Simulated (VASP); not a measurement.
# Al (Fm-3m) in VASP: single point with PBE+D3(BJ)

Aim: the single point of Al with PBE+D3(BJ).

All numbers are computed with VASP 6.6.1; they aren't measurements. Logs are shortened: lines on timing, memory, paths and dates and some standing lists are left out, and cuts for length are marked.

### Step 1. The cell of the first run

It takes space group Fm-3m (No. 225, cubic). Conventional cell: a = 3.982 Å, b = 3.982 Å, c = 3.982 Å, α = 90.00°, β = 90.00°, γ = 90.00°. Within 3.7 Å of Al (site symmetry m-3m) lie 12 Al at 2.82 Å.

### Step 2. Single point, PBE+D3(BJ)

The input, INCAR:

```
SYSTEM = Al
PREC     = Accurate       ! precision mode
ENCUT    = 500            ! plane-wave cutoff, eV
EDIFF    = 1E-6           ! SCF threshold, eV
ISMEAR   = 0              ! smearing method
SIGMA    = 0.1            ! smearing width, eV
LREAL    = .FALSE.        ! projectors in reciprocal space
LASPH    = .TRUE.         ! aspherical terms in the spheres
NELM     = 120            ! most SCF steps
ALGO     = Normal         ! electronic algorithm
ISIF     = 2              ! what is computed and relaxed
LWAVE    = .FALSE.        ! write WAVECAR
LCHARG   = .FALSE.        ! write CHGCAR
GGA      = PE             ! functional
IVDW     = 12             ! dispersion correction
NBANDS   = 8              ! bands
GGA_COMPAT= .FALSE.
```

The input, KPOINTS:

```
regular mesh
0
G
  18 18 18
  0 0 0
```

The input, POSCAR:

```
Al
1.0
    0.0000000000      1.9910246764      1.9910246764
    1.9910246764      0.0000000000      1.9910246764
    1.9910246764      1.9910246764      0.0000000000
Al
1
Direct
    0.0000000000      0.0000000000      0.0000000000
```

Potentials or basis: VASP PAW PBE potentials, release 64 (Al).

On the command line:

```console
cat potpaw_PBE.64/Al/POTCAR > POTCAR
mpirun -np 1 vasp_std > vasp.out
```

OUTCAR:

```text
SYSTEM = Al
   PREC = Accurate
   ENCUT = 500
   EDIFF = 1E-6
   ISMEAR = 0
   LREAL = .FALSE.
   LASPH = .TRUE.
   NELM = 120
   ISIF = 2
   GGA = PE
   IVDW = 12
 IVDW          = 12

 ion  position               nearest neighbor table
   1  0.000  0.000  0.000-

  LATTYP: Found a face centered cubic cell.
 ALAT       =     3.9820493528

  Lattice vectors:

 A1 = (   0.0000000000,   1.9910246764,   1.9910246764)
 A2 = (   1.9910246764,   0.0000000000,   1.9910246764)
 A3 = (   1.9910246764,   1.9910246764,   0.0000000000)

Analysis of symmetry for initial positions (statically):
=====================================================================
 Subroutine PRICEL returns:
 Original cell was already a primitive cell.

 Routine SETGRP: Setting up the symmetry group for a
 face centered cubic supercell.

 Subroutine GETGRP returns: Found 48 space group operations
 (whereof 48 operations were pure point group operations)
 out of a pool of 48 trial point group operations.

The static configuration has the point symmetry O_h .

Analysis of symmetry for dynamics (positions and initial velocities):
=====================================================================
 Subroutine PRICEL returns:
 Original cell was already a primitive cell.

 Routine SETGRP: Setting up the symmetry group for a
 face centered cubic supercell.

 Subroutine GETGRP returns: Found 48 space group operations
 (whereof 48 operations were pure point group operations)
 out of a pool of 48 trial point group operations.

The dynamic configuration has the point symmetry O_h .

 Subroutine INISYM returns: Found 48 space group operations
 (whereof 48 operations are pure point group operations),
 and found     1 'primitive' translations

----------------------------------------------------------------------------------------

                                     Primitive cell

  volume of cell :      15.7856

  direct lattice vectors                    reciprocal lattice vectors
     0.000000000  1.991024676  1.991024676    -0.251126973  0.251126973  0.251126973
     1.991024676  0.000000000  1.991024676     0.251126973 -0.251126973  0.251126973
     1.991024676  1.991024676  0.000000000     0.251126973  0.251126973 -0.251126973

  length of vectors
     2.815734100  2.815734100  2.815734100     0.434964676  0.434964676  0.434964676

  position of ions in fractional coordinates (direct lattice)
     0.000000000  0.000000000  0.000000000

  ion indices of the primitive-cell ions
   primitive index   ion index
                 1           1

----------------------------------------------------------------------------------------

 KPOINTS: regular mesh

Automatic generation of k-mesh.
 Grid dimensions read from file:
 generate k-points for:   18   18   18

 Generating k-lattice:

  Cartesian coordinates                     Fractional coordinates (reciprocal lattice)
    -0.013951498  0.013951498  0.013951498     0.055555556  0.000000000  0.000000000
     0.013951498 -0.013951498  0.013951498     0.000000000  0.055555556  0.000000000
     0.013951498  0.013951498 -0.013951498     0.000000000  0.000000000  0.055555556

  Length of vectors
     0.024164704  0.024164704  0.024164704

  Shift w.r.t. Gamma in fractional coordinates (k-lattice)
     0.000000000  0.000000000  0.000000000

 Subroutine IBZKPT returns following result:
 ===========================================

 Found    195 irreducible k-points:

 Following reciprocal coordinates:
            Coordinates               Weight
  0.000000  0.000000  0.000000      1.000000
  0.055556  0.000000  0.000000      8.000000
  0.111111  0.000000  0.000000      8.000000
  0.166667  0.000000  0.000000      8.000000
  0.222222  0.000000  0.000000      8.000000
  0.277778  0.000000  0.000000      8.000000
[... 16 lines left out ...]
 -0.277778  0.055556  0.000000     24.000000
 -0.222222  0.055556  0.000000     24.000000
 [... further k-points ...]
   k-points           NKPTS =    195   k-points in BZ     NKDIM =    195   number of bands    NBANDS=      8
   number of dos      NEDOS =    301   number of ions     NIONS =      1
   total plane-waves  NPLWV =  13824
   dimension x,y,z NGX =    24 NGY =   24 NGZ =   24
   dimension x,y,z NGXF=    48 NGYF=   48 NGZF=   48
   ions per type =               1
   NGX,Y,Z   is equivalent  to a cutoff of  14.17, 14.17, 14.17 a.u.
   NGXF,Y,Z  is equivalent  to a cutoff of  28.34, 28.34, 28.34 a.u.
 SYSTEM =  Al
   PREC   = accura    normal or accurate (medium, high low for compatibility)
   ISTART =      0    job   : 0-new  1-cont  2-samecut
   ICHARG =      2    charge: 1-file 2-atom 10-const
   ISPIN  =      1    spin polarized calculation?
   LNONCOLLINEAR =      F non collinear calculations
   LSORBIT =      F    spin-orbit coupling
   LASPH  =      T    aspherical Exc in radial PAW
   ENCUT  =  500.0 eV  36.75 Ry    6.06 a.u.   5.13  5.13  5.13*2*pi/ulx,y,z
   NELM   =    120;   NELMIN=  2; NELMDL= -5     # of ELM steps
   EDIFF  = 0.1E-05   stopping-criterion for ELM
   LREAL  =      F    real-space projection
   EDIFFG = 0.1E-04   stopping-criterion for IOM
   NSW    =      0    number of steps for IOM
   IBRION =     -1    ionic relax: 0-MD 1-quasi-New 2-CG
   NFREE  =      0    steps in history (QN), initial steepest desc. (CG)
   ISIF   =      2    stress and relaxation
   ISYM   =      2    0-nonsym 1-usesym 2-fastsym
   POTIM  = 0.5000    time-step for ionic-motion
   TEBEG  =    0.0;   TEEND  =   0.0 temperature during run
   PSTRESS=    0.0 pullay stress
   NELECT =       3.0000    total number of electrons
   NUPDOWN=      -1.0000    fix difference up-down
   EMIN   =  10.00;   EMAX   =-10.00  energy-range for DOS
   EFERMI =   0.00;   METHOD = LEGACY
   ISMEAR =     0;   SIGMA  =   0.10  broadening in eV -4-tet -1-fermi 0-gaus
   EFERMI_NEDOS =   21; number of points for ismear=-14 and -15
   IALGO  =     38    algorithm
   IMIX   =      4    mixing-type and parameters
     AMIX     =   0.40;   BMIX     =  1.00
     AMIX_MAG =   1.60;   BMIX_MAG =  1.00
  volume/ion in A,a.u.               =      15.79       106.53
  Fermi-wavevector in a.u.,A,eV,Ry     =   0.941229  1.778665 12.053564  0.885912
  Thomas-Fermi vector in A             =   2.068719
   LORBIT       =      0    0 simple, 1 ext, 2 COOP (PROOUT), +10 PAW based schemes
   GGA     = PE    functional components
   LHFCALC =     F    Hartree Fock is set to
   AEXX    =    0.0000 exact exchange contribution
   IVDW    =    12    specifies the selected vdW correction
   LEPSILON=     F    determine dielectric tensor
   LRPA    =     F    only Hartree local field effects (RPA)
 non-spin polarized calculation
 Gauss-broadening in eV      SIGMA  =   0.10
  energy-cutoff  :      500.00
  volume of cell :       15.79
 maximum number of plane-waves:       412
 NGX is ok and might be reduce to    24
   NGX = 11   NGY = 11   NGZ = 11

 number of electron       3.0000000 magnetization

 Free energy of the ion-electron system (eV)
  ---------------------------------------------------
  ext. energy  EPLUGINS =         0.00000000
  ---------------------------------------------------
  free energy    TOTEN  =        -3.73666470 eV

  energy without entropy =       -3.73372654  energy(sigma->0) =       -3.73519562

 E-fermi :   8.4653     XC(G=0): -10.3577

 val. band max:        8.4644757503   @ k =  -0.4444   0.3333   0.1111
 cond. band min:       8.4904690775   @ k =  -0.2222   0.3889   0.1667
 fundamental gap:      0.0259933272
 Fermi energy:         8.4652654440

 k-point     1 :       0.0000    0.0000    0.0000
  band No.  band energies     occupation
      1      -2.9741      2.00000
      2      21.3376      0.00000
      3      21.3376      0.00000
      4      21.3376      0.00000
      5      23.1712      0.00000
      6      23.1712      0.00000
      7      23.1712      0.00000
      8      25.2604      0.00000

 k-point     2 :       0.0556    0.0000    0.0000
  band No.  band energies     occupation
      1      -2.8876      2.00000
      2      19.8424      0.00000
      3      21.0634      0.00000
      4      21.0634      0.00000
      5      23.5824      0.00000
      6      23.5824      0.00000
      7      23.6730      0.00000
      8      26.1918      0.00000

 k-point     3 :       0.1111    0.0000    0.0000
  band No.  band energies     occupation
      1      -2.6287      2.00000
      2      17.5747      0.00000
      3      20.5779      0.00000
      4      20.5779      0.00000
      5      23.6895      0.00000
      6      24.4534      0.00000
      7      24.4534      0.00000
      8      26.8164      0.00000

 k-point     4 :       0.1667    0.0000    0.0000
  band No.  band energies     occupation
      1      -2.1983      2.00000
      2      15.2832      0.00000
      3      20.1403      0.00000
      4      20.1403      0.00000
      5      23.5020      0.00000
      6      25.0611      0.00000
      7      25.0611      0.00000
      8      26.1504      0.00000

 k-point     5 :       0.2222    0.0000    0.0000
  band No.  band energies     occupation
      1      -1.5981      2.00000
      2      13.0677      0.00000
      3      19.8148      0.00000
      4      19.8148      0.00000
      5      23.3139      0.00000
      6      24.1860      0.00000
      7      24.1860      0.00000
      8      27.1859      0.00000
[... 177 lines left out ...]
 k-point    22 :      -0.3333    0.0556    0.0000
  band No.  band energies     occupation
      1       0.5243      2.00000
      2       8.4180      1.49629
      3      17.8495      0.00000
      4      20.7878      0.00000
      5      20.8674      0.00000
      6      22.3298      0.00000
      7      23.9078      0.00000
      8      26.8576      0.00000

 k-point    23 :      -0.2778    0.0556    0.0000
  band No.  band energies     occupation
      1      -0.4620      2.00000
      2      10.3511      0.00000
      3      17.8684      0.00000
      4      20.8262      0.00000
      5      21.7296      0.00000
      6      23.2097      0.00000
      7      23.8690      0.00000
      8      27.6703      0.00000

 k-point    24 :      -0.2222    0.0556    0.0000
  band No.  band energies     occupation
      1      -1.2847      2.00000
      2      12.4101      0.00000
      3      18.0343      0.00000
      4      20.9586      0.00000
      5      22.7562      0.00000
      6      23.8396      0.00000
      7      24.3122      0.00000
      8      26.5546      0.00000

 [... further k-points ...]

------------------------ aborting loop because EDIFF is reached ----------------------------------------

 Edisp (eV)   -0.35218

 E8    (eV) :    -0.1576

  FORCE on cell =-STRESS in cart. coord.  units (eV):
  Direction    XX          YY          ZZ          XY          YZ          ZX
  --------------------------------------------------------------------------------------
  -------------------------------------------------------------------------------------
  Total      -0.00269    -0.00269    -0.00269     0.00000     0.00000     0.00000
  in kB      -0.27336    -0.27336    -0.27336     0.00000     0.00000     0.00000
  external pressure =       -0.27 kB  Pullay stress =        0.00 kB

 VOLUME and BASIS-vectors are now :
 -----------------------------------------------------------------------------
  energy-cutoff  :      500.00
  volume of cell :       15.79
      direct lattice vectors                 reciprocal lattice vectors
     0.000000000  1.991024676  1.991024676    -0.251126973  0.251126973  0.251126973
     1.991024676  0.000000000  1.991024676     0.251126973 -0.251126973  0.251126973
     1.991024676  1.991024676  0.000000000     0.251126973  0.251126973 -0.251126973

 POSITION                                       TOTAL-FORCE (eV/Angst)
 -----------------------------------------------------------------------------------
      0.00000      0.00000      0.00000         0.000000      0.000000      0.000000
 -----------------------------------------------------------------------------------
    total drift:                                0.000000     -0.000000     -0.000000

  FREE ENERGIE OF THE ION-ELECTRON SYSTEM (eV)
  ---------------------------------------------------
  free  energy   TOTEN  =        -4.0888398361 eV

  energy  without entropy=       -4.0859016760  energy(sigma->0) =       -4.08737076
```

Run time: 14 s. Hardware: 1 thread of Intel Xeon 6975P-C, shared host; peak memory 0.15 GiB.

Results:

```yaml
Free_energy: -4.0888 eV
Pressure: 0.0 GPa
Dispersion_energy_per_atom: -0.352 eV
```

Caveat: pairwise dispersion overbinds metals, which lowers pressure and volume.
